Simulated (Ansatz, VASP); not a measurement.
# Al in VASP and in Ansatz

```
Al
1.0
     3.76910    2.17609    2.76916
    -3.76910    2.17609    2.76916
     0.00000   -4.35219    2.76916
Al
8
Direct
  0.00000 0.00000 0.00000
  0.50000 0.50000 0.50000
  0.75000 0.47594 0.02406
  0.02406 0.75000 0.47594
  0.97594 0.25000 0.52406
  0.25000 0.52406 0.97594
  0.52406 0.97594 0.25000
  0.47594 0.02406 0.75000
```

Change from the starting cell: the structure that the rattled beta-tungsten (A15) type (Pm-3n, No. 223) fell into.

Alike in both runs: functional PBE; k mesh 9 × 9 × 9; occupations gaussian, width 0.1 eV; no spin polarisation.

Ansatz relaxed the structure, and its values are those at the end. VASP's run is a single point on that final structure, the one shown.

|  | VASP | Ansatz |
| --- | --- | --- |
| version | VASP 6.6.1 | Ansatz 0.2.0 |
| potentials or method | VASP PAW PBE potentials, release 64 (Al), cutoff 520 eV | scalar-relativistic, plane waves, PAW |
| valence electrons in the cell | 24 | 24 |

|  | VASP | Ansatz | Ansatz less VASP |
| --- | --- | --- | --- |
| gap on the k mesh at the Fermi level (eV) | none | none | - |
| pressure (GPa) | 0.0 | 0.0 | +0.03 |

A gap of «none» marks a metal or a gap that the smearing closes.
